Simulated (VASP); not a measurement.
Rh, 1 atom in the cell. It takes space group Fm-3m (No. 225, cubic). The conventional cell has a = 3.806 Å, b = 3.806 Å, c = 3.806 Å, α = 90.00°, β = 90.00°, γ = 90.00°. Rh (site symmetry m-3m) has 12 Rh at 2.69 Å within 3.5 Å. 

* Program: VASP 6.6.1
* Task: single point
* Functional: PBE
* Potentials or basis: VASP PAW PBE potentials, release 64 (Rh_pv)
* Cutoff: 520 eV
* k mesh: 8 × 8 × 8
* Occupations: gaussian, width 0.1 eV
* Spin: no spin polarisation
* Dipole correction: no
* Further INCAR settings: ALGO = Normal; EDIFF = 1e-06; NBANDS = 14

Potentials or basis: VASP PAW PBE potentials, release 64 (Rh_pv).

The run is started by

```bash
$ cat potpaw_PBE.64/Rh_pv/POTCAR > POTCAR
$ mpirun -np 1 vasp_std > vasp.out
```

Hardware: 1 thread of Intel(R) Xeon(R) 6975P-C (Granite Rapids), on a shared host.

Problem. Estimate the wall time of this run.

Solution. It took 3.4 s on 1 thread of Intel(R) Xeon(R) 6975P-C (Granite Rapids), with other jobs on the host, peak memory 0.12 GiB. Counts: scf iterations 11, k points 29.
